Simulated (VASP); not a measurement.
A run of VASP 6.6.1:

INCAR

```
SYSTEM = CS2
PREC     = Accurate       ! precision mode
ENCUT    = 520            ! plane-wave cutoff, eV
EDIFF    = 1E-6           ! SCF threshold, eV
ISMEAR   = -1             ! smearing method
SIGMA    = 0.05           ! smearing width, eV
LREAL    = .False.        ! projectors in reciprocal space
LASPH    = .True.         ! aspherical terms in the spheres
NELM     = 80             ! most SCF steps
ALGO     = Normal         ! electronic algorithm
ISIF     = 2              ! what is computed and relaxed
LWAVE    = .False.        ! write WAVECAR
LCHARG   = .False.        ! write CHGCAR
GGA      = PS             ! functional
NBANDS   = 25             ! bands
```

File KPOINTS:

```
Automatic mesh
0
Gamma
  6 6 3
  0 0 0
```

POSCAR

```
CS2
1.0
    3.6937643965     -3.0337173871      0.0000000000
    3.6937643965      3.0337173871      0.0000000000
    0.0000000000      0.0000000000      9.9808936690
S C
4 2
Direct
    0.1815210000      0.8184790000      0.8868670000
    0.3184790000      0.6815210000      0.3868670000
    0.6815210000      0.3184790000      0.6131330000
    0.8184790000      0.1815210000      0.1131330000
    0.5000000000      0.5000000000      0.5000000000
    0.0000000000      0.0000000000      0.0000000000
```

Potentials or basis: VASP PAW PBE potentials, release 64 (S, C).

Run with:

```console
$ cat potpaw_PBE.64/S/POTCAR potpaw_PBE.64/C/POTCAR > POTCAR
$ mpirun -np 1 vasp_std > vasp.out
```

Hardware: 1 thread of Intel Xeon 8259CL, on a shared host.

How long does it take, and how much memory?

Run time: 4.5 min on 1 thread of Intel Xeon 8259CL, with other jobs on the host, peak memory 0.33 GiB. Counts: scf iterations 14, k points 26.
